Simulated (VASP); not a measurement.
# WC (F-43m) in VASP: notebook

WC is run at these levels: PBE; tasks: single point, relaxation of cell and atoms.

All numbers are computed with VASP 6.6.1; they aren't measurements. Logs are shortened: lines on timing, memory, paths and dates and some standing lists are left out, and cuts for length are marked.

## (1) The cell of the first run

It takes space group F-43m (No. 216, cubic). Conventional cell: a = 4.700 Å, b = 4.700 Å, c = 4.700 Å, α = 90.00°, β = 90.00°, γ = 90.00°. Within 2.7 Å of W (site symmetry -43m) lie 4 C at 2.04 Å. Within 2.7 Å of C (site symmetry -43m) lie 4 W at 2.04 Å.

## (2) Single point, PBE

The input, INCAR:

```
PREC = Accurate
ENCUT = 520
EDIFF = 1E-6
ISMEAR = 0
SIGMA = 0.1
LREAL = False
LASPH = True
NELM = 60
ALGO = Normal
ISIF = 2
LWAVE = False
LCHARG = True
GGA = PE
LELF = True
LVHAR = True
NBANDS = 16
```

The input, KPOINTS:

```
Automatic mesh
0
Gamma
  6 6 6
```

The input, POSCAR:

```
WC
1.0
    0.0000000000      2.3502306147      2.3502306147
    2.3502306147      0.0000000000      2.3502306147
    2.3502306147      2.3502306147      0.0000000000
W C
1 1
Direct
    0.0000000000      0.0000000000      0.0000000000
    0.7500000000      0.7500000000      0.7500000000
```

Potentials or basis: VASP PAW PBE potentials, release 64 (W_sv, C).

The run is started by

```sh
cat potpaw_PBE.64/W_sv/POTCAR potpaw_PBE.64/C/POTCAR > POTCAR
mpirun -np 1 vasp_std > vasp.out
```

OUTCAR:

```text
PREC = Accurate
   ENCUT = 520
   EDIFF = 1E-6
   ISMEAR = 0
   LREAL = False
   LASPH = True
   NELM = 60
   ISIF = 2
   GGA = PE

 ion  position               nearest neighbor table
   1  0.000  0.000  0.000-   2 2.04   2 2.04   2 2.04   2 2.04
   2  0.750  0.750  0.750-   1 2.04   1 2.04   1 2.04   1 2.04

  LATTYP: Found a face centered cubic cell.
 ALAT       =     4.7004612294

  Lattice vectors:

 A1 = (   0.0000000000,   2.3502306147,   2.3502306147)
 A2 = (   2.3502306147,   0.0000000000,   2.3502306147)
 A3 = (   2.3502306147,   2.3502306147,   0.0000000000)

Analysis of symmetry for initial positions (statically):
=====================================================================
 Subroutine PRICEL returns:
 Original cell was already a primitive cell.

 Routine SETGRP: Setting up the symmetry group for a
 face centered cubic supercell.

 Subroutine GETGRP returns: Found 24 space group operations
 (whereof 24 operations were pure point group operations)
 out of a pool of 48 trial point group operations.

The static configuration has the point symmetry T_d .

Analysis of symmetry for dynamics (positions and initial velocities):
=====================================================================
 Subroutine PRICEL returns:
 Original cell was already a primitive cell.

 Routine SETGRP: Setting up the symmetry group for a
 face centered cubic supercell.

 Subroutine GETGRP returns: Found 24 space group operations
 (whereof 24 operations were pure point group operations)
 out of a pool of 48 trial point group operations.

The dynamic configuration has the point symmetry T_d .

 Subroutine INISYM returns: Found 24 space group operations
 (whereof 24 operations are pure point group operations),
 and found     1 'primitive' translations

----------------------------------------------------------------------------------------

                                     Primitive cell

  volume of cell :      25.9634

  direct lattice vectors                    reciprocal lattice vectors
     0.000000000  2.350230615  2.350230615    -0.212745080  0.212745080  0.212745080
     2.350230615  0.000000000  2.350230615     0.212745080 -0.212745080  0.212745080
     2.350230615  2.350230615  0.000000000     0.212745080  0.212745080 -0.212745080

  length of vectors
     3.323728010  3.323728010  3.323728010     0.368485288  0.368485288  0.368485288

  position of ions in fractional coordinates (direct lattice)
     0.000000000  0.000000000  0.000000000
     0.750000000  0.750000000  0.750000000

  ion indices of the primitive-cell ions
   primitive index   ion index
                 1           1
                 2           2

----------------------------------------------------------------------------------------

 KPOINTS: Automatic mesh

Automatic generation of k-mesh.
 Grid dimensions read from file:
 generate k-points for:    6    6    6

 Generating k-lattice:

  Cartesian coordinates                     Fractional coordinates (reciprocal lattice)
    -0.035457513  0.035457513  0.035457513     0.166666667  0.000000000  0.000000000
     0.035457513 -0.035457513  0.035457513     0.000000000  0.166666667  0.000000000
     0.035457513  0.035457513 -0.035457513     0.000000000  0.000000000  0.166666667

  Length of vectors
     0.061414215  0.061414215  0.061414215

  Shift w.r.t. Gamma in fractional coordinates (k-lattice)
     0.000000000  0.000000000  0.000000000

 Subroutine IBZKPT returns following result:
 ===========================================

 Found     16 irreducible k-points:

 Following reciprocal coordinates:
            Coordinates               Weight
  0.000000  0.000000  0.000000      1.000000
  0.166667  0.000000  0.000000      8.000000
  0.333333  0.000000  0.000000      8.000000
  0.500000  0.000000  0.000000      4.000000
  0.166667  0.166667  0.000000      6.000000
  0.333333  0.166667  0.000000     24.000000
[... 8 lines left out ...]
 -0.333333  0.333333  0.166667     24.000000
 -0.333333  0.500000  0.166667     12.000000
   k-points           NKPTS =     16   k-points in BZ     NKDIM =     16   number of bands    NBANDS=     16
   number of dos      NEDOS =    301   number of ions     NIONS =      2
   total plane-waves  NPLWV =  21952
   dimension x,y,z NGX =    28 NGY =   28 NGZ =   28
   dimension x,y,z NGXF=    56 NGYF=   56 NGZF=   56
   ions per type =               1   1
   NGX,Y,Z   is equivalent  to a cutoff of  14.01, 14.01, 14.01 a.u.
   NGXF,Y,Z  is equivalent  to a cutoff of  28.01, 28.01, 28.01 a.u.
 SYSTEM =  unknown system
   PREC   = accura    normal or accurate (medium, high low for compatibility)
   ISTART =      0    job   : 0-new  1-cont  2-samecut
   ICHARG =      2    charge: 1-file 2-atom 10-const
   ISPIN  =      1    spin polarized calculation?
   LNONCOLLINEAR =      F non collinear calculations
   LSORBIT =      F    spin-orbit coupling
   LASPH  =      T    aspherical Exc in radial PAW
   ENCUT  =  520.0 eV  38.22 Ry    6.18 a.u.   6.18  6.18  6.18*2*pi/ulx,y,z
   NELM   =     60;   NELMIN=  2; NELMDL= -5     # of ELM steps
   EDIFF  = 0.1E-05   stopping-criterion for ELM
   LREAL  =      F    real-space projection
   EDIFFG = 0.1E-04   stopping-criterion for IOM
   NSW    =      0    number of steps for IOM
   IBRION =     -1    ionic relax: 0-MD 1-quasi-New 2-CG
   NFREE  =      0    steps in history (QN), initial steepest desc. (CG)
   ISIF   =      2    stress and relaxation
   ISYM   =      2    0-nonsym 1-usesym 2-fastsym
   POTIM  = 0.5000    time-step for ionic-motion
   TEBEG  =    0.0;   TEEND  =   0.0 temperature during run
   PSTRESS=    0.0 pullay stress
   NELECT =      18.0000    total number of electrons
   NUPDOWN=      -1.0000    fix difference up-down
   EMIN   =  10.00;   EMAX   =-10.00  energy-range for DOS
   EFERMI =   0.00;   METHOD = LEGACY
   ISMEAR =     0;   SIGMA  =   0.10  broadening in eV -4-tet -1-fermi 0-gaus
   EFERMI_NEDOS =   21; number of points for ismear=-14 and -15
   IALGO  =     38    algorithm
   IMIX   =      4    mixing-type and parameters
     AMIX     =   0.40;   BMIX     =  1.00
     AMIX_MAG =   1.60;   BMIX_MAG =  1.00
  volume/ion in A,a.u.               =      12.98        87.60
  Fermi-wavevector in a.u.,A,eV,Ry     =   1.448923  2.738067 28.563754  2.099377
  Thomas-Fermi vector in A             =   2.566708
   LORBIT       =      0    0 simple, 1 ext, 2 COOP (PROOUT), +10 PAW based schemes
   GGA     = PE    functional components
   LHFCALC =     F    Hartree Fock is set to
   AEXX    =    0.0000 exact exchange contribution
   IVDW    =     0    specifies the selected vdW correction
   LEPSILON=     F    determine dielectric tensor
   LRPA    =     F    only Hartree local field effects (RPA)
 non-spin polarized calculation
 Gauss-broadening in eV      SIGMA  =   0.10
  energy-cutoff  :      520.00
  volume of cell :       25.96
 maximum number of plane-waves:       725
 NGX is ok and might be reduce to    28
   NGX = 13   NGY = 13   NGZ = 13

 number of electron      18.0000001 magnetization

 Free energy of the ion-electron system (eV)
  ---------------------------------------------------
  ext. energy  EPLUGINS =         0.00000000
  ---------------------------------------------------
  free energy    TOTEN  =       -21.07948603 eV

  energy without entropy =      -21.07487421  energy(sigma->0) =      -21.07718012

 E-fermi :   8.8243     XC(G=0): -12.3128

 val. band max:        8.8202324306   @ k =   0.0000   0.0000   0.0000
 cond. band min:       8.8839766566   @ k =  -0.3333   0.3333   0.0000
 fundamental gap:      0.0637442260
 Fermi energy:         8.8243034600

 k-point     1 :       0.0000    0.0000    0.0000
  band No.  band energies     occupation
      1     -65.8997      2.00000
      2     -30.0312      2.00000
      3     -30.0312      2.00000
      4     -30.0312      2.00000
      5      -4.8634      2.00000
      6       3.2373      2.00000
[... 8 lines left out ...]
     15      22.9031      0.00000
     16      22.9031      0.00000

 k-point     2 :       0.1667    0.0000    0.0000
  band No.  band energies     occupation
      1     -65.8962      2.00000
      2     -30.1083      2.00000
      3     -30.0427      2.00000
      4     -30.0427      2.00000
      5      -4.3717      2.00000
      6       2.8802      2.00000
[... 8 lines left out ...]
     15      19.5434      0.00000
     16      22.9746      0.00000

 k-point     3 :       0.3333    0.0000    0.0000
  band No.  band energies     occupation
      1     -65.8892      2.00000
      2     -30.2595      2.00000
      3     -30.0657      2.00000
      4     -30.0657      2.00000
      5      -3.3957      2.00000
      6       2.8016      2.00000
[... 8 lines left out ...]
     15      18.0122      0.00000
     16      24.2960      0.00000

 k-point     4 :       0.5000    0.0000    0.0000
  band No.  band energies     occupation
      1     -65.8857      2.00000
      2     -30.3336      2.00000
      3     -30.0771      2.00000
      4     -30.0771      2.00000
      5      -2.9566      2.00000
      6       3.2800      2.00000
[... 8 lines left out ...]
     15      20.0070      0.00000
     16      25.3335      0.00000
[... 172 lines left out ...]
 k-point    14 :       0.5000    0.3333    0.1667
  band No.  band energies     occupation
      1     -65.8845      2.00000
      2     -30.2614      2.00000
      3     -30.1564      2.00000
      4     -30.1030      2.00000
      5      -2.6861      2.00000
      6       2.4813      2.00000
[... 8 lines left out ...]
     15      19.4194      0.00000
     16      22.2279      0.00000

 k-point    15 :      -0.3333    0.3333    0.1667
  band No.  band energies     occupation
      1     -65.8822      2.00000
      2     -30.2739      2.00000
      3     -30.1912      2.00000
      4     -30.1204      2.00000
      5      -2.3742      2.00000
      6       3.1299      2.00000
[... 8 lines left out ...]
     15      20.8456      0.00000
     16      22.1831      0.00000

 k-point    16 :      -0.3333    0.5000    0.1667
  band No.  band energies     occupation
      1     -65.8811      2.00000
      2     -30.2821      2.00000
      3     -30.1871      2.00000
      4     -30.1476      2.00000
      5      -2.2132      2.00000
      6       2.3654      2.00000
[... 8 lines left out ...]
     15      21.1683      0.00000
     16      21.4433      0.00000

------------------------ aborting loop because EDIFF is reached ----------------------------------------

  FORCE on cell =-STRESS in cart. coord.  units (eV):
  Direction    XX          YY          ZZ          XY          YZ          ZX
  --------------------------------------------------------------------------------------
  -------------------------------------------------------------------------------------
  Total        0.0838297      0.0838297      0.0838297      0.0000000      0.0000000     -0.0000000
  in kB        5.1730566      5.1730566      5.1730566      0.0000000      0.0000000     -0.0000000
  external PRESSURE =       5.1730566 kB  Pullay stress =       0.0000000 kB

 VOLUME and BASIS-vectors are now :
 -----------------------------------------------------------------------------
  energy-cutoff  :      520.00
  volume of cell :       25.96
      direct lattice vectors                 reciprocal lattice vectors
     0.000000000  2.350230615  2.350230615    -0.212745080  0.212745080  0.212745080
     2.350230615  0.000000000  2.350230615     0.212745080 -0.212745080  0.212745080
     2.350230615  2.350230615  0.000000000     0.212745080  0.212745080 -0.212745080

 POSITION                                       TOTAL-FORCE (eV/Angst)
 -----------------------------------------------------------------------------------
      0.00000      0.00000      0.00000         0.000000      0.000000      0.000000
      3.52535      3.52535      3.52535        -0.000000     -0.000000     -0.000000
 -----------------------------------------------------------------------------------
    total drift:                               -0.000000     -0.000000     -0.000000

  FREE ENERGIE OF THE ION-ELECTRON SYSTEM (eV)
  ---------------------------------------------------
  free  energy   TOTEN  =       -21.0794860335 eV

  energy  without entropy=      -21.0748742073  energy(sigma->0) =      -21.07718012
```

Run time: 10 s. Hardware: 1 thread of Intel Xeon Platinum 8259CL at 2.50GHz (Skylake/Cascade Lake), shared host; peak memory 0.16 GiB.

Results:

```yaml
Free_energy: -21.0795 eV
Pressure: 0.5 GPa
Band_gap_on_the_k_mesh: zero (band 9 reaches 9.67 eV, above the bottom of band 10 at 8.62 eV)
```

Caveat: the k points lie up to 0.39 Å⁻¹ apart; spin-orbit coupling is left out, which moves the levels of the heavy elements.

(Part 1 of 2 ends here.)
